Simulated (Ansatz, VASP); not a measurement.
## BeTe: VASP beside Ansatz

POSCAR

```
BeTe
1.0
    0.0000000000      2.7720511529      2.7720511529
    2.7720511529      0.0000000000      2.7720511529
    2.7720511529      2.7720511529      0.0000000000
Be Te
1 1
Direct
    0.0000000000      0.0000000000      0.0000000000
    0.2500000000      0.2500000000      0.2500000000
```

File INCAR.step1:

```
  ALGO = Normal
  EDIFF = 1E-5
  ENCUT = 520
  GGA = PE
  ISIF = 2
  ISMEAR = 0
  LASPH = True
  LCHARG = False
  LREAL = False
  LWAVE = True
  NBANDS = 11
  NELM = 100
  PREC = Accurate
  SIGMA = 0.01
```

The input INCAR.step2:

```
  ALGO = Normal
  EDIFF = 1E-7
  ENCUT = 520
  GGA = PE
  HFSCREEN = 0.2079
  ISIF = 2
  ISMEAR = 0
  ISTART = 1
  LASPH = True
  LCHARG = False
  LHFCALC = True
  LREAL = False
  LWAVE = False
  NBANDS = 11
  NELM = 100
  PREC = Accurate
  PRECFOCK = Normal
  SIGMA = 0.01
```

The input KPOINTS:

```
k-points
0
Gamma
  6 6 6
```

Input for Ansatz:

```yaml
crystal:
  lattice:
    - [0.0, 2.7720511529, 2.7720511529]
    - [2.7720511529, 0.0, 2.7720511529]
    - [2.7720511529, 2.7720511529, 0.0]
  atoms:
    - { symbol: Be, position: [0.0, 0.0, 0.0] }
    - { symbol: Te, position: [0.25, 0.25, 0.25] }
kpoints:
  mp_grid: { grid: [6, 6, 6] }
  band_path:
    path:
      - [0.0, 0.0, 0.0]
      - [-0.5, -0.5, 0.0]
      - [-0.375, -0.375, 0.25]
      - [-0.375, 0.0, 0.375]
      - [0.0, 0.0, 0.5]
      - [-0.5, -0.25, 0.25]
      - [0.0, 0.5, 0.5]
    npoints: 1
hamiltonian:
  xc: hse06
scf:
  occupations: { method: fixed }
  n_extra_bands: 4
output:
  forces: true
  stress: true
  eigenvalues: true
```

Change from the starting cell: hydrostatic strain -2.0%.

Alike in both runs: task single point; functional HSE06; k mesh 6 × 6 × 6; no spin polarisation.

```csv
,VASP,Ansatz
version,VASP 6.6.1,Ansatz 0.2.0
potentials or method,"VASP PAW PBE potentials, release 64 (Be, Te)","plane waves, PAW"
plane-wave cutoff (eV),520,420
occupations,"gaussian, width 0.01 eV",fixed
valence electrons in the cell,8,18
```

|  | VASP | Ansatz | Ansatz less VASP |
| --- | --- | --- | --- |
| gap on the k mesh at the Fermi level (eV) | 2.51 | 2.54 | +0.026 |
| pressure (GPa) | 3.0 | 3.1 | +0.12 |

VASP's potentials hold 8 valence electrons a cell and Ansatz's 18, so a difference there can come from the potentials and not from the codes. Ansatz's warnings: stress exchange threshold loose, stress scf threshold loose.

Neither program's run includes spin-orbit coupling.
